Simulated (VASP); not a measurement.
## B3Sb2P: single point with PBE

The system is B3Sb2P.

```
CELL_PARAMETERS angstrom
3.19096 0.00000 0.00000
-1.59548 2.76345 0.00000
0.00000 0.00000 11.13479
ATOMIC_POSITIONS crystal
B 0.66667 0.33333 0.50000
B 0.00000 0.00000 0.00000
B 0.00000 0.00000 0.50000
Sb 0.33333 0.66667 0.31057
Sb 0.33333 0.66667 0.68943
P 0.66667 0.33333 0.00000
```

```
Program             : VASP 6.6.1
Task                : single point
Functional          : PBE
Potentials or basis : VASP PAW PBE potentials, release 64 (B, Sb, P)
Cutoff              : 520 eV
k mesh              : 12 × 12 × 4
Occupations         : gaussian, width 0.1 eV
Spin                : no spin polarisation
```

* Pressure: -0.2 GPa
* Largest force: 0.004 eV/Å
* Band gap on the k mesh: zero (band 12 reaches 11.10 eV, above the bottom of band 13 at 6.16 eV)

Forces in eV/Å, atoms in the order of the input:
```
B    0.000  0.000  0.000
B    0.000  0.000  0.000
B    0.000  0.000  0.000
Sb   0.000  0.000  0.004
Sb   0.000  0.000 -0.004
P    0.000  0.000  0.000
```

Stress tensor (GPa, compression positive):
```
-0.21  0.00  0.00
 0.00 -0.21  0.00
 0.00  0.00 -0.11
```

Levels at points of the mesh, in eV from the Fermi level:
```tsv
k point	band 8	band 9	band 10	band 11	band 12	band 13	band 14	band 15	band 16	band 17
(0.00, 0.00, 0.00)	-2.51	-0.45	-0.35	-0.35	3.73	3.73	4.02	4.02	4.42	4.81
(0.50, 0.00, 0.00)	-4.55	-3.62	-2.93	-2.33	-1.38	1.01	1.14	1.44	1.96	2.08
(0.00, 0.00, 0.50)	-2.51	-0.35	-0.35	0.68	2.90	3.78	3.78	3.95	3.95	4.93
(0.50, 0.00, 0.50)	-4.55	-3.87	-2.93	-1.89	-0.88	-0.02	0.65	1.95	2.09	2.10
```

Wall time 78 s on 1 thread of Intel Xeon 6975P-C, on a shared host, peak memory 0.28 GiB.

Caveat: spin-orbit coupling is left out, which moves the levels of the heavy elements; this functional lacks dispersion, which binds the layers, so the pressure and a relaxed spacing across them are unreliable.
